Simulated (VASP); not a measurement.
Write the native input for VASP 6.6.1 that does the following.

```yaml
Task: single point
Functional: PBE
Potentials_or_basis: VASP PAW PBE potentials, release 64 (Be)
Cutoff: 520 eV
k_mesh: 16 × 16 × 16
Occupations: fermi-dirac, width 0.1 eV
Spin: no spin polarisation
Dipole_correction: no
Further_INCAR_settings: ALGO = Normal; EDIFF = 1e-06; NBANDS = 7
```

The structure of Be lies in POSCAR:

```
Be
1.0
    2.1728641133      0.0000000000      0.0000000000
    0.0000000000      2.1728641133      0.0000000000
    0.0000000000      0.0000000000      2.1728641133
Be
1
Direct
    0.0000000000      0.0000000000      0.0000000000
```

One way to write it, as run:

INCAR

```
SYSTEM = Be
PREC = Accurate
ENCUT = 520
EDIFF = 1E-6
ISMEAR = -1
SIGMA = 0.1
LREAL = .False.
LASPH = .True.
NELM = 60
ALGO = Normal
ISIF = 2
LWAVE = .False.
LCHARG = .False.
GGA = PE
NBANDS = 7
```

KPOINTS

```
Automatic mesh
0
Gamma
  16 16 16
  0 0 0
```

Potentials or basis: VASP PAW PBE potentials, release 64 (Be).

Launch:

```sh
$ cat potpaw_PBE.64/Be/POTCAR > POTCAR
$ mpirun -np 1 vasp_std > vasp.out
```

Results of the run:

The pressure is 0.2 GPa and the band gap on the k mesh is zero (band 1 reaches 10.16 eV, above the bottom of band 2 at 3.01 eV).

It took 2.1 s on 1 thread of Intel(R) Xeon(R) 6975P-C (Granite Rapids), on a shared host, peak memory 0.12 GiB.
